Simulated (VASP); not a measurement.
KMgF3, 5 atoms in the cell. It takes space group P4/mmm (No. 123, tetragonal). Conventional cell: a = 3.667 Å, b = 3.667 Å, c = 3.986 Å, α = 90.00°, β = 90.00°, γ = 90.00°. K (site symmetry 4/mmm) has 12 F at 2.59 to 2.71 Å and 8 Mg at 3.27 Å within 3.4 Å. Mg (site symmetry 4/mmm) has 6 F at 1.83 to 1.99 Å within 2.4 Å. F (site symmetry mmm) has 2 Mg at 1.83 Å within 2.4 Å. Within 2.6 Å of F (site symmetry 4/mmm) lie 2 Mg at 1.99 Å and 4 K at 2.59 Å.  This cell differs from its parent crystal: strain -0.080 along x and y, +0.000 along z.

```yaml
Program: VASP 6.6.1
Task: single point
Functional: PBEsol
Potentials_or_basis: VASP PAW PBE potentials, release 64 (K_sv, Mg, F)
Cutoff: 520 eV
k_mesh: 6 × 6 × 6
Occupations: gaussian, width 0.05 eV
Spin: no spin polarisation
Dipole_correction: no
Further_INCAR_settings: ALGO = Normal; EDIFF = 1e-06; NBANDS = 24
```

Potentials or basis: VASP PAW PBE potentials, release 64 (K_sv, Mg, F).

Command:

```bash
$ cat potpaw_PBE.64/K_sv/POTCAR potpaw_PBE.64/Mg/POTCAR potpaw_PBE.64/F/POTCAR > POTCAR
$ mpirun -np 1 vasp_std > vasp.out
```

Hardware: 1 thread of AMD EPYC 9R45 (Zen 5) (shared host).

Problem. How long does it take, and how much memory?

Solution. Run time: 19 s on 1 thread of AMD EPYC 9R45 (Zen 5) (shared host), peak memory 0.16 GiB. Counts: scf iterations 13, k points 40.
